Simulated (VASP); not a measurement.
# Al5In2Ga4BP12 (P1) in VASP: notebook

The runs below take Al5In2Ga4BP12 through single point, relaxation of cell and atoms, with PBE.

All numbers are computed with VASP 6.6.1; they aren't measurements. Logs are shortened: lines on timing, memory, paths and dates and some standing lists are left out, and cuts for length are marked.

## 1. The cell of the first run

The typed cell holds 24 atoms: a = 7.779 Å, b = 7.777 Å, c = 9.545 Å, α = 90.00°, β = 89.88°, γ = 119.97°.

## 2. Single point, PBE

INCAR

```
  PREC = Accurate
  ENCUT = 520
  EDIFF = 1E-6
  ISMEAR = 0
  SIGMA = 0.02
  LREAL = Auto
  LASPH = True
  NELM = 100
  ALGO = Normal
  ISIF = 2
  LWAVE = False
  LCHARG = True
  GGA = PE
  LVHAR = True
  NBANDS = 96
  KPAR = 4
```

KPOINTS

```
regular mesh
0
Gamma
  4 4 3
```

POSCAR

```
Al5In2Ga4BP12
1.0
   -5.5065460000     -5.4951890000     -0.0022540000
   -0.0013440000      5.4987980000      5.4995930000
   -5.5202360000      5.5066650000     -5.5061170000
B Al P Ga In
1 5 12 4 2
Direct
    0.6701643752      0.3349187099      0.3414462443
    0.0012911349      0.0002569361      0.9903399010
    0.8331008019      0.1705298627      0.6586979879
    0.3387954106      0.1693986477      0.6512609415
    0.8326080662      0.6612123958      0.6587505406
    0.6727279983      0.8360112361      0.3406071593
    0.3228923689      0.1615878943      0.8978661470
    0.8468539757      0.1755008273      0.9066390731
    0.6707423720      0.3348524181      0.5552671461
    0.1659743590      0.3332024529      0.5806206241
    0.5216460709      0.4845871016      0.2749459336
    0.9667921441      0.4831938884      0.2598570966
    0.3172121704      0.6585079509      0.9207135248
    0.8474003605      0.6704665672      0.9066947367
    0.6667086285      0.8329021404      0.5890292474
    0.1655978469      0.8325263366      0.5807387483
    0.5215865964      0.0362576558      0.2749839395
    0.0004398821      0.0001655740      0.2428364090
    0.1656125370      0.3319018806      0.3330493650
    0.9906734076      0.4946550152      0.0074597836
    0.3291292947      0.6647270057      0.6690273063
    0.1655081330      0.8343155073      0.3332081803
    0.5040825517      0.0076780059      0.0093226332
    0.5046785827      0.4966582462      0.0092155264
```

Potentials or basis: VASP PAW PBE potentials, release 64 (B, Al, P, Ga_d, In_d).

Run with:

```bash
> cat potpaw_PBE.64/B/POTCAR potpaw_PBE.64/Al/POTCAR potpaw_PBE.64/P/POTCAR potpaw_PBE.64/Ga_d/POTCAR potpaw_PBE.64/In_d/POTCAR > POTCAR
> mpirun -np 4 vasp_std > vasp.out
```

OUTCAR:

```text
PREC = Accurate
   ENCUT = 520
   EDIFF = 1E-6
   ISMEAR = 0
   LREAL = Auto
   LASPH = True
   NELM = 100
   ISIF = 2
   GGA = PE

 ion  position               nearest neighbor table
   1  0.670  0.335  0.341-   9 2.04  11 2.11  17 2.11  12 2.14
   2  0.001  0.000  0.990-   7 2.34   8 2.36  14 2.36  18 2.41
   3  0.833  0.171  0.659-  10 2.36   8 2.37  15 2.37   9 2.41
   4  0.339  0.169  0.651-   7 2.36  10 2.37  16 2.37   9 2.42
   5  0.833  0.661  0.659-  16 2.36  14 2.37  15 2.37   9 2.41
   6  0.673  0.836  0.341-  15 2.37  18 2.40  17 2.46  11 2.46
[... 14 lines left out ...]
  21  0.329  0.665  0.669-  16 2.39  10 2.39  15 2.40  13 2.40
  22  0.166  0.834  0.333-  16 2.36  18 2.39  17 2.47  12 2.47
  23  0.504  0.008  0.009-   7 2.50  13 2.50   8 2.51  17 2.54  24 3.80  24 3.98
  24  0.505  0.497  0.009-   7 2.50  13 2.50  14 2.51  11 2.54  23 3.80  23 3.98

  LATTYP: Found a triclinic cell.
 ALAT       =     7.7818764677
 B/A-ratio  =     0.9993781098
 C/A-ratio  =     1.2266127757
 COS(alpha) =     0.0000815682
 COS(beta)  =     0.0020965666
 COS(gamma) =     0.5000066798

  Lattice vectors:

 A1 = (  -5.5078900000,   0.0036090000,   5.4973390000)
 A2 = (  -0.0013440000,   5.4987980000,   5.4995930000)
 A3 = (  -5.5202360000,   5.5066650000,  -5.5061170000)

Analysis of symmetry for initial positions (statically):
=====================================================================
 Subroutine PRICEL returns:
 Original cell was already a primitive cell.

 Routine SETGRP: Setting up the symmetry group for a
 triclinic supercell.

 Subroutine GETGRP returns: Found  1 space group operations
 (whereof  1 operations were pure point group operations)
 out of a pool of  2 trial point group operations.

The static configuration has the point symmetry C_1 .

Analysis of symmetry for dynamics (positions and initial velocities):
=====================================================================
 Subroutine PRICEL returns:
 Original cell was already a primitive cell.

 Routine SETGRP: Setting up the symmetry group for a
 triclinic supercell.

 Subroutine GETGRP returns: Found  1 space group operations
 (whereof  1 operations were pure point group operations)
 out of a pool of  2 trial point group operations.

The dynamic configuration has the point symmetry C_1 .

[... 144 lines left out ...]
   EDIFFG = 0.1E-04   stopping-criterion for IOM
   NSW    =      0    number of steps for IOM
   IBRION =     -1    ionic relax: 0-MD 1-quasi-New 2-CG
   NFREE  =      0    steps in history (QN), initial steepest desc. (CG)
   ISIF   =      2    stress and relaxation
   ISYM   =      2    0-nonsym 1-usesym 2-fastsym
   POTIM  = 0.5000    time-step for ionic-motion
   TEBEG  =    0.0;   TEEND  =   0.0 temperature during run
   PSTRESS=    0.0 pullay stress
   NELECT =     156.0000    total number of electrons
   NUPDOWN=      -1.0000    fix difference up-down
   EMIN   =  10.00;   EMAX   =-10.00  energy-range for DOS
   EFERMI =   0.00;   METHOD = LEGACY
   ISMEAR =     0;   SIGMA  =   0.02  broadening in eV -4-tet -1-fermi 0-gaus
   EFERMI_NEDOS =   21; number of points for ismear=-14 and -15
   IALGO  =     38    algorithm
   IMIX   =      4    mixing-type and parameters
     AMIX     =   0.40;   BMIX     =  1.00
     AMIX_MAG =   1.60;   BMIX_MAG =  1.00
  volume/ion in A,a.u.               =      20.85       140.67
  Fermi-wavevector in a.u.,A,eV,Ry     =   1.110138  2.097857 16.767917  1.232407
  Thomas-Fermi vector in A             =   2.246686
   LORBIT       =      0    0 simple, 1 ext, 2 COOP (PROOUT), +10 PAW based schemes
   GGA     = PE    functional components
   LHFCALC =     F    Hartree Fock is set to
   AEXX    =    0.0000 exact exchange contribution
   IVDW    =     0    specifies the selected vdW correction
   LEPSILON=     F    determine dielectric tensor
   LRPA    =     F    only Hartree local field effects (RPA)
 non-spin polarized calculation
 Gauss-broadening in eV      SIGMA  =   0.02
  energy-cutoff  :      520.00
  volume of cell :      500.29
 maximum number of plane-waves:     13504
 NGX is ok and might be reduce to    60
   NGX = 29   NGY = 29   NGZ = 35

 number of electron     155.9999994 magnetization

 Free energy of the ion-electron system (eV)
  ---------------------------------------------------
  ext. energy  EPLUGINS =         0.00000000
  ---------------------------------------------------
  free energy    TOTEN  =      -116.20131692 eV

  energy without entropy =     -116.20131692  energy(sigma->0) =     -116.20131692

 E-fermi :   4.9752     XC(G=0):  -9.4486

 val. band max:        4.8611145356   @ k =   0.0000   0.0000   0.0000
 cond. band min:       5.9116824226   @ k =  -0.0000  -0.0000   0.3333
 fundamental gap:      1.0505678870
 Fermi energy:         4.9752344098

 k-point     1 :       0.0000    0.0000    0.0000
  band No.  band energies     occupation
      1      -9.7844      2.00000
      2      -9.7781      2.00000
      3      -9.7604      2.00000
      4      -9.7556      2.00000
      5      -9.7435      2.00000
      6      -9.7267      2.00000
[... 2221 lines left out ...]
     89       7.8949      0.00000
     90       8.0614      0.00000

 [... further k-points ...]

 [bands above 90 left out]

------------------------ aborting loop because EDIFF is reached ----------------------------------------

  FORCE on cell =-STRESS in cart. coord.  units (eV):
  Direction    XX          YY          ZZ          XY          YZ          ZX
  --------------------------------------------------------------------------------------
  -------------------------------------------------------------------------------------
  Total       -0.1767352     -0.1883626     -0.2144715     -0.0358396     -0.0388333      0.2141266
  in kB       -0.5659994     -0.6032363     -0.6868507     -0.1147772     -0.1243648      0.6857463
  external PRESSURE =      -0.6186954 kB  Pullay stress =       0.0000000 kB

 VOLUME and BASIS-vectors are now :
 -----------------------------------------------------------------------------
  energy-cutoff  :      520.00
  volume of cell :      500.29
      direct lattice vectors                 reciprocal lattice vectors
    -5.506546000 -5.495189000 -0.002254000    -0.121053797 -0.060698262  0.060659905
    -0.001344000  5.498798000  5.499593000    -0.060504601  0.060579915  0.121245694
    -5.520236000  5.506665000 -5.506117000    -0.060383356  0.060532983 -0.060538990

 POSITION                                       TOTAL-FORCE (eV/Angst)
 -----------------------------------------------------------------------------------
     -5.57560      0.03920     -0.03964        -0.014275     -0.017404     -0.009337
     -5.47402      5.44779     -5.45152         0.001478     -0.005841     -0.000262
     -8.22391     -0.01311     -2.69090         0.000324      0.008097      0.004106
     -5.46093      2.65602     -2.65506        -0.009008     -0.005488     -0.011245
     -8.22214      2.68805      0.00736        -0.012818     -0.003289     -0.001985
     -5.58576      2.77590      2.72078        -0.020858     -0.004221     -0.001313
[... 16 lines left out ...]
     -2.82723     -2.67647     -0.01024        -0.000372     -0.001038      0.022391
     -2.83058      0.00847      2.67954         0.003789     -0.015276     -0.008244
 -----------------------------------------------------------------------------------
    total drift:                                0.004531     -0.010800      0.014118

  FREE ENERGIE OF THE ION-ELECTRON SYSTEM (eV)
  ---------------------------------------------------
  free  energy   TOTEN  =      -116.2013169201 eV

  energy  without entropy=     -116.2013169201  energy(sigma->0) =     -116.20131692
```

OSZICAR:

```text
N       E                     dE             d eps       ncg     rms          rms(c)
DAV:   1     0.154003832489E+04    0.15400E+04   -0.61803E+04  5152   0.183E+03
DAV:   2     0.194929976968E+03   -0.13451E+04   -0.12954E+04  5440   0.527E+02
DAV:   3    -0.904063904383E+02   -0.28534E+03   -0.26677E+03  5840   0.199E+02
DAV:   4    -0.118888752416E+03   -0.28482E+02   -0.28034E+02  6648   0.598E+01
DAV:   5    -0.120173923504E+03   -0.12852E+01   -0.12750E+01  7544   0.145E+01    0.170E+01
DAV:   6    -0.116536035356E+03    0.36379E+01   -0.72907E+00  7592   0.171E+01    0.101E+01
DAV:   7    -0.116215440866E+03    0.32059E+00   -0.46388E+00  6784   0.584E+00    0.384E+00
DAV:   8    -0.116190703999E+03    0.24737E-01   -0.54631E-01  6896   0.416E+00    0.225E+00
DAV:   9    -0.116197747858E+03   -0.70439E-02   -0.66310E-02  6320   0.163E+00    0.827E-01
DAV:  10    -0.116200328098E+03   -0.25802E-02   -0.16622E-02  6344   0.806E-01    0.355E-01
DAV:  11    -0.116201054864E+03   -0.72677E-03   -0.28994E-03  7600   0.330E-01    0.260E-01
DAV:  12    -0.116201163835E+03   -0.10897E-03   -0.58086E-04  6688   0.270E-01    0.146E-01
DAV:  13    -0.116201301655E+03   -0.13782E-03   -0.35020E-04  5560   0.164E-01    0.526E-02
DAV:  14    -0.116201313173E+03   -0.11517E-04   -0.12757E-04  7760   0.486E-02    0.179E-02
DAV:  15    -0.116201315042E+03   -0.18687E-05   -0.51257E-06  5456   0.144E-02    0.121E-02
DAV:  16    -0.116201316504E+03   -0.14624E-05   -0.41477E-06  4808   0.218E-02    0.115E-02
DAV:  17    -0.116201316920E+03   -0.41616E-06   -0.96939E-07  3352   0.137E-02
   1 F= -.11620132E+03 E0= -.11620132E+03  d E =-.170332E-17
```

stdout:

```text
POSCAR found type information on POSCAR B AlP GaIn
 POSCAR found :  5 types and      24 ions
 scaLAPACK will be used
 LDA part: xc-table for (Slater+PW92), standard interpolation
 POSCAR, INCAR and KPOINTS ok, starting setup
 FFT: planning ... GRIDC
 FFT: planning ... GRID_SOFT
 FFT: planning ... GRID
 WAVECAR not read
 entering main loop
```

Wall time 17 min (4 MPI ranks of Oxide Virtual Turin-like, shared host); peak memory 1.1 GiB.

What came out:

```yaml
Free_energy: -116.2013 eV
Pressure: -0.1 GPa
Largest_force: 0.036 eV/Å
Band_gap_on_the_k_mesh: 1.05 eV (least direct gap 1.09 eV)
```

Forces in eV/Å, atoms in the order of the input:
```
B   -0.014 -0.017 -0.009
Al   0.001 -0.006  0.000
Al   0.000  0.008  0.004
Al  -0.009 -0.005 -0.011
Al  -0.013 -0.003 -0.002
Al  -0.021 -0.004 -0.001
P   -0.004  0.000 -0.006
P   -0.001  0.010  0.006
P   -0.001  0.003 -0.002
P    0.014  0.005  0.004
P    0.013  0.000  0.016
P    0.022  0.028  0.006
P    0.000 -0.002 -0.002
P    0.006  0.004  0.005
P   -0.001  0.001  0.011
P    0.012  0.005  0.008
P    0.009  0.009  0.017
P    0.012  0.018  0.006
Ga  -0.013 -0.018 -0.026
Ga  -0.002  0.005 -0.010
Ga  -0.002 -0.006 -0.013
Ga  -0.013 -0.018 -0.014
In   0.000 -0.001  0.022
In   0.004 -0.015 -0.008
```

Levels at points of the mesh, in eV from the valence-band top:
```csv
k point,band 74,band 75,band 76,band 77,band 78,band 79,band 80,band 81,band 82,band 83
"(0.00, 0.00, 0.00)",-0.76,-0.68,-0.24,-0.08,0.00,1.09,1.34,1.41,1.47,1.57
"(0.50, 0.00, 0.00)",-1.00,-0.96,-0.81,-0.79,-0.56,1.79,2.32,2.36,2.52,2.54
"(0.00, 0.50, 0.00)",-0.96,-0.88,-0.84,-0.78,-0.73,1.69,2.29,2.35,2.49,2.55
"(0.50, 0.50, 0.00)",-0.96,-0.88,-0.85,-0.79,-0.73,1.70,2.29,2.35,2.49,2.55
```

Caveat: spin-orbit coupling is left out, which moves the levels of the heavy elements. A k mesh can miss the band edges.

## 3. Relaxation of cell and atoms, PBE

INCAR

```
SYSTEM = Al5In2Ga4BP12
PREC = Accurate
ENCUT = 600
EDIFF = 1E-7
ISMEAR = 0
SIGMA = 0.1
LREAL = Auto
LASPH = .TRUE.
NELM = 60
ALGO = Normal
ISIF = 3
LWAVE = .FALSE.
LCHARG = .FALSE.
GGA = PE
IBRION = 2
NSW = 45
EDIFFG = -0.04
ISYM = 0
KPAR = 4
```

KPOINTS

```
Automatic mesh
0
G
  3 3 2
  0 0 0
```

POSCAR

```
Al5In2Ga4BP12
1.0
   -5.5103782633     -5.4359883978      0.0219027554
   -0.0254485870      5.4395342293      5.5040306415
   -5.5416478347      5.4891607246     -5.5282085498
B Al P Ga In
1 5 12 4 2
Direct
    0.6705567755      0.3340036180      0.3416909684
    0.0016790668      0.0001779062      0.9908338291
    0.8333828118      0.1697829118      0.6588688988
    0.3390405053      0.1693315491      0.6515884410
    0.8326938409      0.6601795748      0.6589904744
    0.6725330385      0.8348796965      0.3404613494
    0.3229151015      0.1624098499      0.8979954360
    0.8461245128      0.1752293957      0.9064004417
    0.6704443670      0.3345040961      0.5552007802
    0.1657029238      0.3337311548      0.5802890893
    0.5214300113      0.4839956316      0.2742966557
    0.9669206229      0.4844224146      0.2596700072
    0.3173175964      0.6590723241      0.9205531494
    0.8470983199      0.6704560621      0.9066890378
    0.6665027590      0.8327925857      0.5886062503
    0.1651186112      0.8330484725      0.5807770005
    0.5208479655      0.0357958518      0.2745661910
    0.0001864055      0.0010943441      0.2428869808
    0.1659288320      0.3327855126      0.3329787730
    0.9911173118      0.4944882201      0.0073784769
    0.3295585026      0.6649396534      0.6690638061
    0.1655531320      0.8346794262      0.3335398356
    0.5041391823      0.0075904799      0.0097779657
    0.5054268729      0.4966235249      0.0094743572
```

Potentials or basis: VASP PAW PBE potentials, release 64 (B, Al, P, Ga_d, In_d).

Run with:

```bash
> cat potpaw_PBE.64/B/POTCAR potpaw_PBE.64/Al/POTCAR potpaw_PBE.64/P/POTCAR potpaw_PBE.64/Ga_d/POTCAR potpaw_PBE.64/In_d/POTCAR > POTCAR
> mpirun -np 4 vasp_std > vasp.out
```

It took 27 min on 4 MPI ranks of Oxide Virtual Turin-like, shared host; peak memory 0.99 GiB.

It converged, with:

```
Free energy                           : -116.1426 eV
Relaxed volume                        : 20.83 Å³/atom
Relaxed cell                          : a = 7.780 Å, b = 7.776 Å, c = 9.542 Å, α = 90.04°, β = 89.84°, γ = 119.98°
Space group after relaxing (to 0.1 Å) : Cm (No. 8)
Energy gained by relaxing             : 0.7 meV/atom
Ionic steps                           : 4
Pressure after relaxing               : 0.0 GPa
Largest force after relaxing          : 0.024 eV/Å
Band gap on the k mesh                : 1.03 eV (least direct gap 1.09 eV)
```

Forces in eV/Å, atoms in the order of the input:
```
B   -0.010  0.005 -0.006
Al   0.004  0.008  0.004
Al  -0.002  0.006  0.000
Al   0.004 -0.005  0.003
Al   0.004  0.000  0.005
Al  -0.011  0.011  0.006
P   -0.001 -0.005  0.000
P    0.004 -0.004  0.010
P   -0.004  0.009  0.014
P   -0.001  0.003 -0.015
P    0.004 -0.003  0.021
P   -0.008  0.004 -0.002
P    0.005 -0.005 -0.010
P    0.004 -0.003 -0.015
P   -0.006  0.013  0.002
P   -0.008 -0.008 -0.004
P    0.017  0.000  0.013
P    0.004 -0.017 -0.001
Ga   0.007 -0.003 -0.018
Ga   0.004  0.016  0.002
Ga   0.002 -0.002  0.000
Ga   0.005 -0.023 -0.003
In  -0.012 -0.001 -0.005
In  -0.003  0.005  0.000
```

The path:
| step | energy change (eV) | largest force (eV/Å) | pressure (GPa) | volume (Å³) |
| --- | --- | --- | --- | --- |
| 1 | 0.0000 | 0.0676 | 0.08 | 499.41 |
| 2 | -0.0120 | 0.0644 | -0.04 | 500.20 |
| 3 | -0.0130 | 0.0823 | -0.08 | 500.50 |
| 4 | -0.0174 | 0.0239 | -0.01 | 500.03 |

Final structure:
```cif
data_structure
_symmetry_space_group_name_H-M 'P 1'
_symmetry_Int_Tables_number 1
_cell_length_a 7.7796
_cell_length_b 7.7763
_cell_length_c 9.5421
_cell_angle_alpha 90.036
_cell_angle_beta 89.839
_cell_angle_gamma 119.978
_cell_volume 500.03
loop_
_atom_site_label
_atom_site_type_symbol
_atom_site_fract_x
_atom_site_fract_y
_atom_site_fract_z
_atom_site_occupancy
B1 B 0.67027 0.33449 0.34130 1
Al1 Al 0.00132 0.00032 0.99042 1
Al2 Al 0.83309 0.17022 0.65863 1
Al3 Al 0.33880 0.16955 0.65141 1
Al4 Al 0.83256 0.66086 0.65886 1
Al5 Al 0.67265 0.83548 0.34045 1
P1 P 0.32288 0.16170 0.89798 1
P2 P 0.84676 0.17539 0.90668 1
P3 P 0.67065 0.33431 0.55523 1
P4 P 0.16604 0.33350 0.58051 1
P5 P 0.52159 0.48417 0.27493 1
P6 P 0.96639 0.48348 0.25977 1
P7 P 0.31746 0.65867 0.92069 1
P8 P 0.84768 0.67075 0.90666 1
P9 P 0.66677 0.83254 0.58880 1
P10 P 0.16540 0.83273 0.58085 1
P11 P 0.52161 0.03607 0.27509 1
P12 P 0.00026 0.00068 0.24294 1
Ga1 Ga 0.16585 0.33233 0.33304 1
Ga2 Ga 0.99081 0.49460 0.00741 1
Ga3 Ga 0.32920 0.66488 0.66900 1
Ga4 Ga 0.16544 0.83479 0.33346 1
In1 In 0.50388 0.00768 0.00927 1
In2 In 0.50484 0.49681 0.00917 1
```

Levels at points of the mesh, in eV from the valence-band top:
```csv
k point,band 75,band 76,band 77,band 78,band 79,band 80,band 81,band 82
"(0.00, 0.00, 0.00)",-0.67,-0.23,-0.08,0.00,1.09,1.34,1.41,1.47
"(0.00, 0.00, 0.50)",-0.56,-0.51,-0.27,-0.15,1.03,1.34,1.51,1.67
```

Caveat: spin-orbit coupling is left out, which moves the levels of the heavy elements. A k mesh can miss the band edges.
